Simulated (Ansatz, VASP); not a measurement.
**Two plane-wave programs on Cu5Ni**

```
Cu Ni
1.0
     2.55600    0.00032   -0.00017
     0.00041    4.39851   -0.00170
    -0.00084   -0.00404   12.51977
Cu Ni
10 2
Cartesian
  0.0000 1.4719 10.4731
  1.2782 3.6713 10.4722
  1.2780 0.7406 8.3674
  2.5563 2.9400 8.3665
  -0.0004 -0.0017 6.2598
  1.2778 2.1978 6.2588
  -0.0007 1.4556 4.1515
  1.2775 3.6550 4.1505
  1.2774 0.7227 2.0457
  2.5557 2.9221 2.0448
  -0.0001 -0.0005 0.0000
  1.2781 2.1990 -0.0008
```

Change from the starting cell: cell x2, atoms moved at random (sigma 0.05 Å) and cell strained at random (1.5 %), then relaxed without symmetry.

Alike in both runs: functional PBE; k mesh 8 × 6 × 2; occupations gaussian, width 0.2 eV; no spin polarisation.

Ansatz relaxed the structure, and its values are those at the end. VASP's run is a single point on that final structure, the one shown.

|  | VASP | Ansatz |
| --- | --- | --- |
| version | VASP 6.6.1 | Ansatz 0.2.0 |
| potentials or method | VASP PAW PBE potentials, release 64 (Cu, Ni), cutoff 520 eV | scalar-relativistic, plane waves, PAW |
| valence electrons in the cell | 130 | 226 |

|  | VASP | Ansatz | Ansatz less VASP |
| --- | --- | --- | --- |
| gap on the k mesh at the Fermi level (eV) | none | none | - |
| pressure (GPa) | 0.5 | 0.0 | -0.46 |
| rms of the force components (eV/Å) | 0.001 | 0.004 | +0.0031 |

A gap of «none» marks a metal or a gap that the smearing closes. With one functional, cell and mesh, what is left measures potentials, basis and numerics. VASP's potentials hold 130 valence electrons a cell and Ansatz's 226, so a difference there can come from the potentials and not from the codes.
